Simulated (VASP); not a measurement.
Si2Ni: single point with PBE

Crystal: Si2Ni.

```
Si Ni
1.0
     2.83233    2.83233    0.00000
    -2.83233    2.83233    0.00000
     0.00000    0.00000    5.16973
Si Ni
4 2
Direct
  0.00000 0.50000 0.75000
  0.50000 0.00000 0.75000
  0.50000 0.00000 0.25000
  0.00000 0.50000 0.25000
  0.00000 0.00000 0.00000
  0.50000 0.50000 0.50000
```

```
Program                : VASP 6.6.1
Task                   : single point
Functional             : PBE
Potentials or basis    : VASP PAW PBE potentials, release 64 (Si, Ni)
Cutoff                 : 520 eV
k mesh                 : 10 × 10 × 8
Occupations            : tetrahedron
Spin                   : no spin polarisation
Dipole correction      : no
Further INCAR settings : ALGO = Normal; EDIFF = 1e-06; NBANDS = 27
```

```
Pressure               : -3.8 GPa
Band gap on the k mesh : zero (band 18 reaches 10.63 eV, above the bottom of band 19 at 8.91 eV)
```

Stress tensor (GPa, compression positive):
```
-5.35  0.00  0.00
 0.00 -5.35  0.00
 0.00  0.00 -0.77
```

Levels at points of the mesh, in eV from the Fermi level:
```csv
k point,band 15,band 16,band 17,band 18,band 19,band 20,band 21,band 22
"(0.00, 0.00, 0.00)",-2.80,-0.74,-0.52,0.99,1.24,2.07,2.07,2.11
"(0.50, 0.00, 0.00)",-2.28,-2.28,-1.25,-1.25,0.51,0.51,3.12,3.12
"(0.50, 0.50, 0.00)",-3.14,-3.14,-2.73,-2.73,-0.21,-0.21,1.80,1.80
"(0.00, 0.00, 0.50)",-1.67,-1.67,-0.74,-0.74,-0.73,-0.73,2.08,2.08
"(0.50, 0.00, 0.50)",-1.55,-1.55,-1.05,-1.05,1.49,1.49,1.73,1.73
"(0.50, 0.50, 0.50)",-2.94,-2.94,-2.05,-2.05,2.72,2.72,2.72,2.72
```

Wall time 110 s on 1 thread of Intel(R) Xeon(R) 6975P-C (Granite Rapids), on a shared host, peak memory 0.32 GiB.

Spin polarisation is off, so any magnetic state and its effect on volume and gap are missing.
